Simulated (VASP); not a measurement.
A run of VASP 6.6.1:

Contents of INCAR:

```
SYSTEM = Zr
ALGO = Normal
EDIFF = 1E-6
ENCUT = 500
GGA_COMPAT = .False.
ISIF = 2
ISMEAR = -1
LASPH = .True.
LCHARG = .True.
LELF = .True.
LREAL = .False.
LVHAR = .True.
LWAVE = .False.
NBANDS = 19
NELM = 120
PREC = Accurate
SIGMA = 0.1
```

Contents of KPOINTS:

```
k-points
0
Gamma
  6 6 4
  0 0 0
```

Contents of POSCAR:

```
Zr
1.0
    3.2320000000      0.0000000000      0.0000000000
   -1.6160000000      2.7989940000      0.0000000000
    0.0000000000      0.0000000000      5.1470000000
Zr
2
Direct
    0.3333333333      0.6666666667      0.2500000000
    0.6666666667      0.3333333333      0.7500000000
```

Potentials or basis: VASP PAW LDA potentials, release 64 (Zr_sv).

Run with:

```bash
$ cat potpaw_LDA.64/Zr_sv/POTCAR > POTCAR
$ mpirun -np 1 vasp_std > vasp.out
```

Hardware: 1 thread of Intel(R) Xeon(R) 6975P-C (Granite Rapids), with other jobs on the host.

Problem. How long does it take, and how much memory?

Solution. Wall time 5.3 s on 1 thread of Intel(R) Xeon(R) 6975P-C (Granite Rapids) (shared host), peak memory 0.14 GiB. Counts: scf iterations 12, k points 21.
